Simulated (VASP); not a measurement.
Crystal: Pd.

```
Pd
1.0
     2.75000    0.00000    0.00000
    -1.37500    2.38157    0.00000
     0.00000    0.00000    4.49075
Pd
2
Direct
  0.33333 0.66667 0.25000
  0.66667 0.33333 0.75000
```

```yaml
Program: VASP 6.6.1
Task: relaxation of cell and atoms
Functional: LDA
Potentials_or_basis: VASP PAW LDA potentials, release 64 (Pd)
Cutoff: 500 eV
k_mesh: 7 × 7 × 4
Occupations: fermi-dirac, width 0.1 eV
Spin: no spin polarisation
```

At the start: pressure -6.0 GPa; volume 14.71 Å³/atom.

Task: Where does the relaxation end?

Result: Over 6 steps the energy falls by 9.9 meV/atom and the volume is 14.27 Å³/atom (-3.0 %); space group P6_3/mmc (No. 194, to 0.05 Å).

The path:
| step | energy change (eV) | largest force (eV/Å) | pressure (GPa) | volume (Å³) |
| --- | --- | --- | --- | --- |
| 1 | 0.0000 | 0.0000 | -6.02 | 29.41 |
| 2 | 0.0358 | 0.0000 | 13.04 | 27.12 |
| 3 | -0.0179 | 0.0000 | 0.10 | 28.54 |
| 4 | -0.0179 | 0.0000 | 0.23 | 28.52 |
| 5 | -0.0195 | 0.0000 | 0.14 | 28.53 |
| 6 | -0.0198 | 0.0000 | 0.12 | 28.54 |

Final structure:
```
Pd
1.0
     2.70701    0.00000    0.00000
    -1.35350    2.34434    0.00000
     0.00000    0.00000    4.49687
Pd
2
Direct
  0.33333 0.66667 0.25000
  0.66667 0.33333 0.75000
```

Caveat: the k points lie up to 0.38 Å⁻¹ apart in the final cell.
